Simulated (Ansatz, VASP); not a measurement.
## HfGe3W2 in VASP and in Ansatz

```
Hf Ge W
1.0
     5.34208    0.00000    0.00000
    -2.67104    4.62638    0.00000
     0.00000    0.00000    4.24699
Hf Ge W
1 3 2
Direct
  0.00000 0.00000 0.00000
  0.50000 0.00000 0.50000
  0.50000 0.50000 0.50000
  0.00000 0.50000 0.50000
  0.33333 0.66667 0.00000
  0.66667 0.33333 0.00000
```

Change from the starting cell: species swapped into the HfCo3B2 type (P6/mmm, No. 191).

Alike in both runs: functional PBE; k mesh 12 × 12 × 10; occupations gaussian, width 0.1 eV; no spin polarisation.

Ansatz relaxed the structure, and its values are those at the end. VASP's run is a single point on that final structure, the one shown.

```csv
,VASP,Ansatz
version,VASP 6.6.1,Ansatz 0.2.0
potentials or method,"VASP PAW PBE potentials, release 64 (Hf_pv, Ge_d, W_sv), cutoff 520 eV","scalar-relativistic, plane waves, PAW"
valence electrons in the cell,80,96
```

|  | VASP | Ansatz | Ansatz less VASP |
| --- | --- | --- | --- |
| gap on the k mesh at the Fermi level (eV) | none | none | - |
| pressure (GPa) | 0.0 | 0.0 | 0.00 |

A gap of «none» marks a metal or a gap that the smearing closes. The functional is the same, so the differences come from potentials, cutoffs and numerics. VASP's potentials hold 80 valence electrons a cell and Ansatz's 96, so a difference there can come from the potentials and not from the codes.

Spin-orbit coupling is off throughout.
